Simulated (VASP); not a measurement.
The system is Al3Os.

```
Al Os
1.0
    -1.87252    1.87252    4.18276
     1.87252   -1.87252    4.18276
     1.87252    1.87252   -4.18276
Al Os
3 1
Cartesian
  0.0000 0.0000 4.1828
  1.8725 0.0000 2.0914
  0.0000 1.8725 2.0914
  0.0000 0.0000 0.0000
```

| Property | Result |
| --- | --- |
| Program | VASP 6.6.1 |
| Task | relaxation of cell and atoms |
| Functional | PBE |
| Potentials or basis | VASP PAW PBE potentials, release 64 (Al, Os) |
| Cutoff | 600 eV |
| k mesh | 18 × 18 × 18 |
| Occupations | gaussian, width 0.1 eV |
| Spin | no spin polarisation |

At the start: pressure -0.6 GPa; volume 14.67 Å³/atom.

**Question.** How do energy, volume and symmetry change on relaxing?

**Answer.** Over 6 steps the energy falls by 72.1 meV/atom and the volume is 14.52 Å³/atom (-1.0 %); space group I4/mmm (No. 139, to 0.1 Å) before and after.

The path:
| step | energy change (eV) | largest force (eV/Å) | pressure (GPa) | volume (Å³) |
| --- | --- | --- | --- | --- |
| 1 | 0.0000 | 0.0000 | -0.60 | 58.66 |
| 2 | -0.2738 | 0.0000 | 0.20 | 58.03 |
| 3 | -0.2873 | 0.0000 | 0.73 | 57.82 |
| 4 | -0.2876 | 0.0000 | 0.83 | 57.78 |
| 5 | -0.2871 | 0.0000 | -1.02 | 58.45 |
| 6 | -0.2883 | 0.0000 | 0.01 | 58.07 |

Final structure:
```
CELL_PARAMETERS angstrom
-1.94276 1.94276 3.84673
1.94276 -1.94276 3.84673
1.94276 1.94276 -3.84673
ATOMIC_POSITIONS crystal
Al 0.50000 0.50000 0.00000
Al 0.25000 0.75000 0.50000
Al 0.75000 0.25000 0.50000
Os 0.00000 0.00000 0.00000
```
